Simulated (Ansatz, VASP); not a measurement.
# SiC in VASP and in Ansatz

```
Si C
1.0
     2.53060    0.00000    0.00000
     0.00000    2.53060    0.00000
     0.00000    0.00000    2.53060
Si C
1 1
Direct
  0.00000 0.00000 0.00000
  0.50000 0.50000 0.50000
```

Change from the starting cell: volume scaled by 0.88, LAPW.

Alike in both runs: task single point; functional PBE; k mesh 14 × 14 × 14; occupations fermi-dirac, width 0.08 eV; no spin polarisation.

|  | VASP | Ansatz |
| --- | --- | --- |
| version | VASP 6.6.1 | Ansatz 0.2.0 |
| potentials or method | VASP PAW PBE potentials, release 64 (Si, C), cutoff 600 eV | all-electron LAPW, scalar-relativistic |

```csv
,VASP,Ansatz,Ansatz less VASP
pressure (GPa),29.1,29.3,+0.16
```

Both programs put the cell under a high pressure, so it lies far from rest at this level. Ansatz ran all-electron here, and VASP with PAW potentials.
